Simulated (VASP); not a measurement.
# AlGa3N4 (P-43m) in VASP: further runs

The runs below take AlGa3N4 through single point, with LDA.

Program: VASP 6.6.1. These are calculated values, not measurements. Logs are shortened: lines on timing, memory, paths and dates and some standing lists are left out, and cuts for length are marked.

**1. The cell of the first run**

It takes space group P-43m (No. 215, cubic). Conventional cell: a = 4.177 Å, b = 4.177 Å, c = 4.177 Å, α = 90.00°, β = 90.00°, γ = 90.00°. Al (site symmetry -43m) has 4 N at 1.77 Å within 2.4 Å. Ga (site symmetry -42m) has 4 N at 1.82 Å within 2.4 Å. N (site symmetry 3m) has 1 Al at 1.77 Å and 3 Ga at 1.82 Å within 2.4 Å.

**2. Single point, LDA**

INCAR reads:

```
SYSTEM = AlGa3N4
PREC     = Accurate       ! precision mode
ENCUT    = 520            ! plane-wave cutoff, eV
EDIFF    = 1E-6           ! SCF threshold, eV
ISMEAR   = 0              ! smearing method
SIGMA    = 0.05           ! smearing width, eV
LREAL    = .FALSE.        ! projectors in reciprocal space
LASPH    = .TRUE.         ! aspherical terms in the spheres
NELM     = 60             ! most SCF steps
ALGO     = Normal         ! electronic algorithm
ISIF     = 2              ! what is computed and relaxed
LWAVE    = .FALSE.        ! write WAVECAR
LCHARG   = .TRUE.         ! write CHGCAR
LELF     = .TRUE.         ! ELF
LVHAR    = .TRUE.       
NBANDS   = 41             ! bands
```

KPOINTS reads:

```
regular mesh
0
G
  6 6 6
  0 0 0
```

POSCAR reads:

```
AlGa3N4
1.0
    4.1767421942      0.0000000000      0.0000000000
    0.0000000000      4.1767421942      0.0000000000
    0.0000000000      0.0000000000      4.1767421942
Al Ga N
1 3 4
Direct
    0.0000000000      0.0000000000      0.0000000000
    0.5000000000      0.5000000000      0.0000000000
    0.5000000000      0.0000000000      0.5000000000
    0.0000000000      0.5000000000      0.5000000000
    0.7548078379      0.7548078379      0.2451921621
    0.7548078379      0.2451921621      0.7548078379
    0.2451921621      0.7548078379      0.7548078379
    0.2451921621      0.2451921621      0.2451921621
```

Potentials or basis: VASP PAW LDA potentials, release 64 (Al, Ga_d, N).

Launch:

```console
$ cat potpaw_LDA.64/Al/POTCAR potpaw_LDA.64/Ga_d/POTCAR potpaw_LDA.64/N/POTCAR > POTCAR
$ mpirun -np 1 vasp_std > vasp.out
```

OUTCAR:

```text
SYSTEM = AlGa3N4
   PREC = Accurate
   ENCUT = 520
   EDIFF = 1E-6
   ISMEAR = 0
   LREAL = .FALSE.
   LASPH = .TRUE.
   NELM = 60
   ISIF = 2

 ion  position               nearest neighbor table
   1  0.000  0.000  0.000-   5 1.77   6 1.77   7 1.77   8 1.77   3 2.95   4 2.95   2 2.95   3 2.95
                             4 2.95   2 2.95   4 2.95   4 2.95   2 2.95   3 2.95   3 2.95   2 2.95
   2  0.500  0.500  0.000-   5 1.82   6 1.82   7 1.82   8 1.82   1 2.95   1 2.95   1 2.95   1 2.95

   3  0.500  0.000  0.500-   5 1.82   6 1.82   7 1.82   8 1.82   1 2.95   1 2.95   1 2.95   1 2.95

   4  0.000  0.500  0.500-   5 1.82   6 1.82   7 1.82   8 1.82   1 2.95   1 2.95   1 2.95   1 2.95

   5  0.755  0.755  0.245-   1 1.77   2 1.82   3 1.82   4 1.82
   6  0.755  0.245  0.755-   1 1.77   2 1.82   3 1.82   4 1.82
   7  0.245  0.755  0.755-   1 1.77   2 1.82   3 1.82   4 1.82
   8  0.245  0.245  0.245-   1 1.77   2 1.82   3 1.82   4 1.82

  LATTYP: Found a simple cubic cell.
 ALAT       =     4.1767421942

  Lattice vectors:

 A1 = (   4.1767421942,   0.0000000000,   0.0000000000)
 A2 = (   0.0000000000,   4.1767421942,   0.0000000000)
 A3 = (   0.0000000000,   0.0000000000,   4.1767421942)

Analysis of symmetry for initial positions (statically):
=====================================================================
 Subroutine PRICEL returns:
 Original cell was already a primitive cell.

 Routine SETGRP: Setting up the symmetry group for a
 simple cubic supercell.

 Subroutine GETGRP returns: Found 24 space group operations
 (whereof 24 operations were pure point group operations)
 out of a pool of 48 trial point group operations.

The static configuration has the point symmetry T_d .

Analysis of symmetry for dynamics (positions and initial velocities):
=====================================================================
 Subroutine PRICEL returns:
 Original cell was already a primitive cell.

 Routine SETGRP: Setting up the symmetry group for a
 simple cubic supercell.

 Subroutine GETGRP returns: Found 24 space group operations
 (whereof 24 operations were pure point group operations)
 out of a pool of 48 trial point group operations.

The dynamic configuration has the point symmetry T_d .

 Subroutine INISYM returns: Found 24 space group operations
 (whereof 24 operations are pure point group operations),
 and found     1 'primitive' translations

----------------------------------------------------------------------------------------

                                     Primitive cell

  volume of cell :      72.8640

  direct lattice vectors                    reciprocal lattice vectors
     4.176742194  0.000000000  0.000000000     0.239421050  0.000000000  0.000000000
     0.000000000  4.176742194  0.000000000     0.000000000  0.239421050  0.000000000
     0.000000000  0.000000000  4.176742194     0.000000000  0.000000000  0.239421050

  length of vectors
     4.176742194  4.176742194  4.176742194     0.239421050  0.239421050  0.239421050

  position of ions in fractional coordinates (direct lattice)
     0.000000000  0.000000000  0.000000000
     0.500000000  0.500000000  0.000000000
     0.500000000  0.000000000  0.500000000
     0.000000000  0.500000000  0.500000000
     0.754807838  0.754807838  0.245192162
     0.754807838  0.245192162  0.754807838
     0.245192162  0.754807838  0.754807838
     0.245192162  0.245192162  0.245192162

  ion indices of the primitive-cell ions
   primitive index   ion index
                 1           1
                 2           2
                 3           3
                 4           4
                 5           5
                 6           6
                 7           7
                 8           8

----------------------------------------------------------------------------------------

 KPOINTS: regular mesh

Automatic generation of k-mesh.
 Grid dimensions read from file:
 generate k-points for:    6    6    6

 Generating k-lattice:

  Cartesian coordinates                     Fractional coordinates (reciprocal lattice)
     0.039903508  0.000000000  0.000000000     0.166666667  0.000000000  0.000000000
     0.000000000  0.039903508  0.000000000     0.000000000  0.166666667  0.000000000
     0.000000000  0.000000000  0.039903508     0.000000000  0.000000000  0.166666667

  Length of vectors
     0.039903508  0.039903508  0.039903508

  Shift w.r.t. Gamma in fractional coordinates (k-lattice)
     0.000000000  0.000000000  0.000000000

 Subroutine IBZKPT returns following result:
 ===========================================

 Found     20 irreducible k-points:

 Following reciprocal coordinates:
            Coordinates               Weight
  0.000000  0.000000  0.000000      1.000000
  0.166667  0.000000  0.000000      6.000000
  0.333333  0.000000  0.000000      6.000000
  0.500000  0.000000  0.000000      3.000000
  0.166667  0.166667  0.000000     12.000000
  0.333333  0.166667  0.000000     24.000000
[... 12 lines left out ...]
  0.500000  0.500000  0.333333      6.000000
  0.500000  0.500000  0.500000      1.000000
   k-points           NKPTS =     20   k-points in BZ     NKDIM =     20   number of bands    NBANDS=     41
   number of dos      NEDOS =    301   number of ions     NIONS =      8
   total plane-waves  NPLWV =  32768
   dimension x,y,z NGX =    32 NGY =   32 NGZ =   32
   dimension x,y,z NGXF=    64 NGYF=   64 NGZF=   64
   ions per type =               1   3   4
   NGX,Y,Z   is equivalent  to a cutoff of  12.74, 12.74, 12.74 a.u.
   NGXF,Y,Z  is equivalent  to a cutoff of  25.47, 25.47, 25.47 a.u.
 SYSTEM =  AlGa3N4
   PREC   = accura    normal or accurate (medium, high low for compatibility)
   ISTART =      0    job   : 0-new  1-cont  2-samecut
   ICHARG =      2    charge: 1-file 2-atom 10-const
   ISPIN  =      1    spin polarized calculation?
   LNONCOLLINEAR =      F non collinear calculations
   LSORBIT =      F    spin-orbit coupling
   LASPH  =      T    aspherical Exc in radial PAW
   ENCUT  =  520.0 eV  38.22 Ry    6.18 a.u.   7.77  7.77  7.77*2*pi/ulx,y,z
   NELM   =     60;   NELMIN=  2; NELMDL= -5     # of ELM steps
   EDIFF  = 0.1E-05   stopping-criterion for ELM
   LREAL  =      F    real-space projection
   EDIFFG = 0.1E-04   stopping-criterion for IOM
   NSW    =      0    number of steps for IOM
   IBRION =     -1    ionic relax: 0-MD 1-quasi-New 2-CG
   NFREE  =      0    steps in history (QN), initial steepest desc. (CG)
   ISIF   =      2    stress and relaxation
   ISYM   =      2    0-nonsym 1-usesym 2-fastsym
   POTIM  = 0.5000    time-step for ionic-motion
   TEBEG  =    0.0;   TEEND  =   0.0 temperature during run
   PSTRESS=    0.0 pullay stress
   NELECT =      62.0000    total number of electrons
   NUPDOWN=      -1.0000    fix difference up-down
   EMIN   =  10.00;   EMAX   =-10.00  energy-range for DOS
   EFERMI =   0.00;   METHOD = LEGACY
   ISMEAR =     0;   SIGMA  =   0.05  broadening in eV -4-tet -1-fermi 0-gaus
   EFERMI_NEDOS =   21; number of points for ismear=-14 and -15
   IALGO  =     38    algorithm
   IMIX   =      4    mixing-type and parameters
     AMIX     =   0.40;   BMIX     =  1.00
     AMIX_MAG =   1.60;   BMIX_MAG =  1.00
  volume/ion in A,a.u.               =       9.11        61.46
  Fermi-wavevector in a.u.,A,eV,Ry     =   1.551319  2.931567 32.743645  2.406590
  Thomas-Fermi vector in A             =   2.655855
   LORBIT       =      0    0 simple, 1 ext, 2 COOP (PROOUT), +10 PAW based schemes
   GGA     = CA    functional components
   LHFCALC =     F    Hartree Fock is set to
   AEXX    =    0.0000 exact exchange contribution
   IVDW    =     0    specifies the selected vdW correction
   LEPSILON=     F    determine dielectric tensor
   LRPA    =     F    only Hartree local field effects (RPA)
 non-spin polarized calculation
 Gauss-broadening in eV      SIGMA  =   0.05
  energy-cutoff  :      520.00
  volume of cell :       72.86
 maximum number of plane-waves:      1984
 NGX is ok and might be reduce to    32
   NGX = 15   NGY = 15   NGZ = 15

 number of electron      61.9999966 magnetization

 Free energy of the ion-electron system (eV)
  ---------------------------------------------------
  ext. energy  EPLUGINS =         0.00000000
  ---------------------------------------------------
  free energy    TOTEN  =       -56.14742954 eV

  energy without entropy =      -56.14742954  energy(sigma->0) =      -56.14742954

 E-fermi :   7.7866     XC(G=0): -13.0116

 val. band max:        7.5633084355   @ k =   0.0000   0.0000   0.0000
 cond. band min:      11.0419397704   @ k =   0.0000   0.0000   0.0000
 fundamental gap:      3.4786313349
 Fermi energy:         7.7865743068

 k-point     1 :       0.0000    0.0000    0.0000
  band No.  band energies     occupation
      1      -9.7842      2.00000
      2      -7.7167      2.00000
      3      -7.7167      2.00000
      4      -7.7167      2.00000
      5      -6.0003      2.00000
      6      -5.8997      2.00000
[... 33 lines left out ...]
     40      19.7292      0.00000
     41      19.7295      0.00000

 k-point     2 :       0.1667    0.0000    0.0000
  band No.  band energies     occupation
      1      -9.6307      2.00000
      2      -7.7985      2.00000
      3      -7.7200      2.00000
      4      -7.7200      2.00000
      5      -5.9802      2.00000
      6      -5.8942      2.00000
[... 33 lines left out ...]
     40      19.9911      0.00000
     41      20.0022      0.00000

 k-point     3 :       0.3333    0.0000    0.0000
  band No.  band energies     occupation
      1      -9.2029      2.00000
      2      -8.0893      2.00000
      3      -7.7266      2.00000
      4      -7.7266      2.00000
      5      -5.9460      2.00000
      6      -5.8675      2.00000
[... 699 lines left out ...]
      2      -8.0444      2.00000
      3      -8.0444      2.00000
      4      -8.0249      2.00000
      5      -5.9100      2.00000
      6      -5.9100      2.00000
[... 33 lines left out ...]
     40      18.7097      0.00000
     41      19.0877      0.00000

 k-point    20 :       0.5000    0.5000    0.5000
  band No.  band energies     occupation
      1      -8.2135      2.00000
      2      -8.0327      2.00000
      3      -8.0327      2.00000
      4      -8.0327      2.00000
      5      -5.9156      2.00000
      6      -5.9156      2.00000
[... 33 lines left out ...]
     40      18.3240      0.00000
     41      18.3240      0.00000

------------------------ aborting loop because EDIFF is reached ----------------------------------------

  FORCE on cell =-STRESS in cart. coord.  units (eV):
  Direction    XX          YY          ZZ          XY          YZ          ZX
  --------------------------------------------------------------------------------------
  -------------------------------------------------------------------------------------
  Total       24.3014474     24.3014474     24.3014474      0.0000000      0.0000000     -0.0000000
  in kB      534.3547994    534.3547994    534.3547994      0.0000000      0.0000000     -0.0000000
  external PRESSURE =     534.3547994 kB  Pullay stress =       0.0000000 kB

 VOLUME and BASIS-vectors are now :
 -----------------------------------------------------------------------------
  energy-cutoff  :      520.00
  volume of cell :       72.86
      direct lattice vectors                 reciprocal lattice vectors
     4.176742194  0.000000000  0.000000000     0.239421050  0.000000000  0.000000000
     0.000000000  4.176742194  0.000000000     0.000000000  0.239421050  0.000000000
     0.000000000  0.000000000  4.176742194     0.000000000  0.000000000  0.239421050

 POSITION                                       TOTAL-FORCE (eV/Angst)
 -----------------------------------------------------------------------------------
      0.00000      0.00000      0.00000         0.000000      0.000000      0.000000
      2.08837      2.08837      0.00000        -0.000000      0.000000      0.000000
      2.08837      0.00000      2.08837         0.000000      0.000000      0.000000
      0.00000      2.08837      2.08837         0.000000      0.000000      0.000000
      3.15264      3.15264      1.02410         0.092886      0.092886     -0.092886
      3.15264      1.02410      3.15264         0.092886     -0.092886      0.092886
      1.02410      3.15264      3.15264        -0.092886      0.092886      0.092886
      1.02410      1.02410      1.02410        -0.092886     -0.092886     -0.092886
 -----------------------------------------------------------------------------------
    total drift:                               -0.000001     -0.000001     -0.000000

  FREE ENERGIE OF THE ION-ELECTRON SYSTEM (eV)
  ---------------------------------------------------
  free  energy   TOTEN  =       -56.1474295376 eV

  energy  without entropy=      -56.1474295376  energy(sigma->0) =      -56.14742954
```

Run time: 20 s. Hardware: 1 thread of Intel Xeon 6975P-C (Granite Rapids), shared host; peak memory 0.18 GiB.

What came out:

- Free energy: -56.1474 eV
- Pressure: 53.4 GPa
- Largest force: 0.161 eV/Å
- Band gap on the k mesh: 3.48 eV, direct

Forces on the atoms (eV/Å):
```
Al   0.000  0.000  0.000
Ga   0.000  0.000  0.000
Ga   0.000  0.000  0.000
Ga   0.000  0.000  0.000
N    0.093  0.093 -0.093
N    0.093 -0.093  0.093
N   -0.093  0.093  0.093
N   -0.093 -0.093 -0.093
```

A k mesh can miss the band edges. As with any semilocal functional, this LDA gap is likely too small.

(Part 1 of 2 ends here.)
